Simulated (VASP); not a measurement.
# La2O3 in VASP: notebook, part 2 of 2

VASP 6.6.1. Earlier steps stand in the parts before.

## Step 4: Single point, LDA

This run uses another cell than the first one, of 21.89 Å³/atom.

Contents of INCAR:

```
SYSTEM = La2O3
PREC = Accurate ; ENCUT = 520
EDIFF = 1E-7 ; ISMEAR = -1
SIGMA = 0.05 ; LREAL = .False.
LASPH = .True. ; NELM = 80
ALGO = Normal ; ISIF = 2
LWAVE = .False. ; LCHARG = .True.
LELF = .True. ; LVHAR = .True.
NBANDS = 28
```

Contents of KPOINTS:

```
regular mesh
0
Gamma
  5 5 8
  0 0 0
```

Contents of POSCAR:

```
La2O3
1.0
    6.2538398152      0.0000000000      0.0000000000
   -3.1269199076      5.4159841511      0.0000000000
    0.0000000000      0.0000000000      3.2310708732
La O
2 3
Direct
    0.6666666667      0.3333333333      0.5000000000
    0.3333333333      0.6666666667      0.5000000000
    0.5000169762      0.0000000000      0.0000000000
    0.0000000000      0.5000169762      0.0000000000
    0.4999830238      0.4999830238      0.0000000000
```

Potentials or basis: VASP PAW LDA potentials, release 64 (La, O).

Started as:

```sh
cat potpaw_LDA.64/La/POTCAR potpaw_LDA.64/O/POTCAR > POTCAR
mpirun -np 1 vasp_std > vasp.out
```

OUTCAR:

```text
SYSTEM = La2O3
   PREC = Accurate
   ENCUT = 520
   EDIFF = 1E-7
   ISMEAR = -1
   LREAL = .False.
   LASPH = .True.
   NELM = 80
   ISIF = 2

 ion  position               nearest neighbor table
   1  0.667  0.333  0.500-   3 2.42   3 2.42   4 2.42   4 2.42   5 2.42   5 2.42   2 3.61   2 3.61
                             2 3.61
   2  0.333  0.667  0.500-   3 2.42   3 2.42   4 2.42   4 2.42   5 2.42   5 2.42   1 3.61   1 3.61
                             1 3.61
   3  0.500  0.000  0.000-   1 2.42   1 2.42   2 2.42   2 2.42
   4  0.000  0.500  0.000-   2 2.42   2 2.42   1 2.42   1 2.42
   5  0.500  0.500  0.000-   2 2.42   2 2.42   1 2.42   1 2.42

  LATTYP: Found a hexagonal cell.
 ALAT       =     6.2538398152
 C/A-ratio  =     0.5166539228

  Lattice vectors:

 A1 = (   6.2538398152,   0.0000000000,   0.0000000000)
 A2 = (  -3.1269199076,   5.4159841511,   0.0000000000)
 A3 = (   0.0000000000,   0.0000000000,   3.2310708732)

Analysis of symmetry for initial positions (statically):
=====================================================================
 Subroutine PRICEL returns:
 Original cell was already a primitive cell.

 Routine SETGRP: Setting up the symmetry group for a
 hexagonal supercell.

 Subroutine GETGRP returns: Found 12 space group operations
 (whereof 12 operations were pure point group operations)
 out of a pool of 24 trial point group operations.

The static configuration has the point symmetry D_3h.

Analysis of symmetry for dynamics (positions and initial velocities):
=====================================================================
 Subroutine PRICEL returns:
 Original cell was already a primitive cell.

 Routine SETGRP: Setting up the symmetry group for a
 hexagonal supercell.

 Subroutine GETGRP returns: Found 12 space group operations
 (whereof 12 operations were pure point group operations)
 out of a pool of 24 trial point group operations.

The dynamic configuration has the point symmetry D_3h.

 Subroutine INISYM returns: Found 12 space group operations
 (whereof 12 operations are pure point group operations),
 and found     1 'primitive' translations

----------------------------------------------------------------------------------------

                                     Primitive cell

  volume of cell :     109.4386

  direct lattice vectors                    reciprocal lattice vectors
     6.253839815  0.000000000  0.000000000     0.159901761  0.092319325  0.000000000
    -3.126919908  5.415984151  0.000000000     0.000000000  0.184638650  0.000000000
     0.000000000  0.000000000  3.231070873     0.000000000  0.000000000  0.309494913

  length of vectors
     6.253839815  6.253839815  3.231070873     0.184638650  0.184638650  0.309494913

  position of ions in fractional coordinates (direct lattice)
     0.666666667  0.333333333  0.500000000
     0.333333333  0.666666667  0.500000000
     0.500016976  0.000000000  0.000000000
     0.000000000  0.500016976  0.000000000
     0.499983024  0.499983024  0.000000000

  ion indices of the primitive-cell ions
   primitive index   ion index
                 1           1
                 2           2
[... 25 lines left out ...]
 Subroutine IBZKPT returns following result:
 ===========================================

 Found     25 irreducible k-points:

 Following reciprocal coordinates:
            Coordinates               Weight
  0.000000  0.000000  0.000000      1.000000
  0.200000  0.000000  0.000000      6.000000
  0.400000 -0.000000  0.000000      6.000000
  0.200000  0.200000  0.000000      6.000000
  0.400000  0.200000  0.000000      6.000000
  0.000000  0.000000  0.125000      2.000000
[... 16 lines left out ...]
  0.400000 -0.000000  0.500000      6.000000
  0.200000  0.200000  0.500000      6.000000
   k-points           NKPTS =     25   k-points in BZ     NKDIM =     25   number of bands    NBANDS=     28
   number of dos      NEDOS =    301   number of ions     NIONS =      5
   total plane-waves  NPLWV =  55296
   dimension x,y,z NGX =    48 NGY =   48 NGZ =   24
   dimension x,y,z NGXF=    96 NGYF=   96 NGZF=   48
   ions per type =               2   3
   NGX,Y,Z   is equivalent  to a cutoff of  12.76, 12.76, 12.35 a.u.
   NGXF,Y,Z  is equivalent  to a cutoff of  25.52, 25.52, 24.70 a.u.
 SYSTEM =  La2O3
   PREC   = accura    normal or accurate (medium, high low for compatibility)
   ISTART =      0    job   : 0-new  1-cont  2-samecut
   ICHARG =      2    charge: 1-file 2-atom 10-const
   ISPIN  =      1    spin polarized calculation?
   LNONCOLLINEAR =      F non collinear calculations
   LSORBIT =      F    spin-orbit coupling
   LASPH  =      T    aspherical Exc in radial PAW
   ENCUT  =  520.0 eV  38.22 Ry    6.18 a.u.  11.63 11.63  6.01*2*pi/ulx,y,z
   NELM   =     80;   NELMIN=  2; NELMDL= -5     # of ELM steps
   EDIFF  = 0.1E-06   stopping-criterion for ELM
   LREAL  =      F    real-space projection
   EDIFFG = 0.1E-05   stopping-criterion for IOM
   NSW    =      0    number of steps for IOM
   IBRION =     -1    ionic relax: 0-MD 1-quasi-New 2-CG
   NFREE  =      0    steps in history (QN), initial steepest desc. (CG)
   ISIF   =      2    stress and relaxation
   ISYM   =      2    0-nonsym 1-usesym 2-fastsym
   POTIM  = 0.5000    time-step for ionic-motion
   TEBEG  =    0.0;   TEEND  =   0.0 temperature during run
   PSTRESS=    0.0 pullay stress
   NELECT =      40.0000    total number of electrons
   NUPDOWN=      -1.0000    fix difference up-down
   EMIN   =  10.00;   EMAX   =-10.00  energy-range for DOS
   EFERMI =   0.00;   METHOD = LEGACY
   ISMEAR =    -1;   SIGMA  =   0.05  broadening in eV -4-tet -1-fermi 0-gaus
   EFERMI_NEDOS =   21; number of points for ismear=-14 and -15
   IALGO  =     38    algorithm
   IMIX   =      4    mixing-type and parameters
     AMIX     =   0.40;   BMIX     =  1.00
     AMIX_MAG =   1.60;   BMIX_MAG =  1.00
  volume/ion in A,a.u.               =      21.89       147.71
  Fermi-wavevector in a.u.,A,eV,Ry     =   1.170500  2.211924 18.640926  1.370069
  Thomas-Fermi vector in A             =   2.306957
   LORBIT       =      0    0 simple, 1 ext, 2 COOP (PROOUT), +10 PAW based schemes
   GGA     = CA    functional components
   LHFCALC =     F    Hartree Fock is set to
   AEXX    =    0.0000 exact exchange contribution
   IVDW    =     0    specifies the selected vdW correction
   LEPSILON=     F    determine dielectric tensor
   LRPA    =     F    only Hartree local field effects (RPA)
 non-spin polarized calculation
  energy-cutoff  :      520.00
  volume of cell :      109.44
 maximum number of plane-waves:      2970
 NGX is ok and might be reduce to    48
   NGX = 23   NGY = 23   NGZ = 13

 number of electron      39.9999966 magnetization

 Free energy of the ion-electron system (eV)
  ---------------------------------------------------
  ext. energy  EPLUGINS =         0.00000000
  ---------------------------------------------------
  free energy    TOTEN  =       -44.44582218 eV

  energy without entropy =      -44.44582210  energy(sigma->0) =      -44.44582214

 E-fermi :   4.0069     XC(G=0):  -8.9073

 val. band max:        3.4075793842   @ k =   0.0000   0.0000   0.5000
 cond. band min:       4.6056033586   @ k =   0.0000   0.0000   0.0000
 fundamental gap:      1.1980239743
 Fermi energy:         4.0068723372

 k-point     1 :       0.0000    0.0000    0.0000
  band No.  band energies     occupation
      1     -27.0292      2.00000
      2     -26.7794      2.00000
      3     -14.1858      2.00000
      4     -14.1858      2.00000
      5     -12.3196      2.00000
      6     -10.6079      2.00000
[... 733 lines left out ...]
     27       7.9538      0.00000
     28       8.0038      0.00000

 [... further k-points ...]

------------------------ aborting loop because EDIFF is reached ----------------------------------------

  FORCE on cell =-STRESS in cart. coord.  units (eV):
  Direction    XX          YY          ZZ          XY          YZ          ZX
  --------------------------------------------------------------------------------------
  -------------------------------------------------------------------------------------
  Total       -0.0210028     -0.0210028      0.0098865      0.0000000     -0.0000000      0.0000000
  in kB       -0.3074802     -0.3074802      0.1447373      0.0000000     -0.0000000      0.0000000
  external PRESSURE =      -0.1567410 kB  Pullay stress =       0.0000000 kB

 VOLUME and BASIS-vectors are now :
 -----------------------------------------------------------------------------
  energy-cutoff  :      520.00
  volume of cell :      109.44
      direct lattice vectors                 reciprocal lattice vectors
     6.253839815  0.000000000  0.000000000     0.159901761  0.092319325  0.000000000
    -3.126919908  5.415984151  0.000000000     0.000000000  0.184638650  0.000000000
     0.000000000  0.000000000  3.231070873     0.000000000  0.000000000  0.309494913

 POSITION                                       TOTAL-FORCE (eV/Angst)
 -----------------------------------------------------------------------------------
      3.12692      1.80533      1.61554         0.000000      0.000000     -0.000000
     -0.00000      3.61066      1.61554         0.000000      0.000000     -0.000000
      3.12703      0.00000      0.00000        -0.000123      0.000000     -0.000000
     -1.56351      2.70808      0.00000         0.000062     -0.000107      0.000000
      1.56341      2.70790      0.00000         0.000062      0.000107      0.000000
 -----------------------------------------------------------------------------------
    total drift:                               -0.000000     -0.000000     -0.000000

  FREE ENERGIE OF THE ION-ELECTRON SYSTEM (eV)
  ---------------------------------------------------
  free  energy   TOTEN  =       -44.4458221838 eV

  energy  without entropy=      -44.4458220995  energy(sigma->0) =      -44.44582214
```

OSZICAR:

```text
N       E                     dE             d eps       ncg     rms          rms(c)
DAV:   1     0.528733700570E+03    0.52873E+03   -0.15995E+04  1424   0.209E+03
DAV:   2     0.107319989598E+03   -0.42141E+03   -0.39816E+03  1880   0.344E+02
DAV:   3    -0.309105787183E+02   -0.13823E+03   -0.13416E+03  2244   0.225E+02
DAV:   4    -0.505073179716E+02   -0.19597E+02   -0.18780E+02  2368   0.815E+01
DAV:   5    -0.517777672292E+02   -0.12704E+01   -0.12695E+01  2456   0.239E+01    0.154E+01
DAV:   6    -0.452983524936E+02    0.64794E+01   -0.58219E+01  2200   0.405E+01    0.813E+00
DAV:   7    -0.448199792857E+02    0.47837E+00   -0.66123E+00  2752   0.236E+01    0.355E+00
DAV:   8    -0.444675362306E+02    0.35244E+00   -0.10613E+00  2416   0.834E+00    0.105E+00
DAV:   9    -0.444376811489E+02    0.29855E-01   -0.22408E-01  2616   0.387E+00    0.410E-01
DAV:  10    -0.444437428910E+02   -0.60617E-02   -0.20454E-02  2712   0.101E+00    0.152E-01
DAV:  11    -0.444455052414E+02   -0.17624E-02   -0.51273E-03  2032   0.346E-01    0.117E-01
DAV:  12    -0.444457622956E+02   -0.25705E-03   -0.18532E-03  2544   0.397E-01    0.230E-02
DAV:  13    -0.444458153569E+02   -0.53061E-04   -0.14267E-04  2000   0.745E-02    0.727E-03
DAV:  14    -0.444458219195E+02   -0.65626E-05   -0.21462E-05  2744   0.404E-02    0.314E-03
DAV:  15    -0.444458221693E+02   -0.24978E-06   -0.12765E-06  2224   0.760E-03    0.598E-04
DAV:  16    -0.444458221838E+02   -0.14478E-07   -0.84836E-08  1616   0.322E-03
   1 F= -.44445822E+02 E0= -.44445822E+02  d E =-.842468E-07
```

stdout:

```text
POSCAR found type information on POSCAR LaO
 POSCAR found :  2 types and       5 ions
 scaLAPACK will be used
 LDA part: xc-table for (Slater(with rela. corr.)+CA(PZ))
 , standard interpolation
 POSCAR, INCAR and KPOINTS ok, starting setup
 FFT: planning ... GRIDC
 FFT: planning ... GRID_SOFT
 FFT: planning ... GRID
 WAVECAR not read
 entering main loop
```

It took 66 s on 1 thread of Intel Xeon 6975P-C (Granite Rapids), shared host; peak memory 0.22 GiB.

What came out:

```yaml
Free_energy: -44.4458 eV
Pressure: 0.0 GPa
Band_gap_on_the_k_mesh: 1.20 eV (least direct gap 1.82 eV)
```

Caveat: spin-orbit coupling is left out, which moves the levels of the heavy elements. A k mesh can miss the band edges.

## Step 5: The runs side by side

```csv
level,potentials or basis,cell,k mesh,gap on the mesh (eV),pressure (GPa)
PBEsol,"VASP PAW PBE potentials, release 64 (La, O)","a = 6.043, b = 6.043, c = 3.220 Å, angles 90.0, 90.0, 120.0°, 5 atoms, atomic positions A",4 × 4 × 6,0.90,9.8
PBEsol,"VASP PAW PBE potentials, release 64 (La, O)","a = 6.165, b = 6.165, c = 3.231 Å, angles 90.0, 90.0, 120.0°, 5 atoms, atomic positions B",4 × 4 × 6,1.14,4.8
LDA,"VASP PAW LDA potentials, release 64 (La, O)","a = 6.254, b = 6.254, c = 3.231 Å, angles 90.0, 90.0, 120.0°, 5 atoms, atomic positions B",5 × 5 × 8,1.20,0.0
```

Alike in all rows: task single point; no spin polarisation; cutoff (eV) 520; smearing fermi-dirac 0.05 eV.

Caveats: spin-orbit coupling is left out, which moves the levels of the heavy elements; the cell stands under pressure (at least some runs); the PAW data sets were made with another functional, which shifts forces and pressure a little (at least some runs).

Total energies depend on the potentials used, so only differences within one code and one set of settings carry meaning.
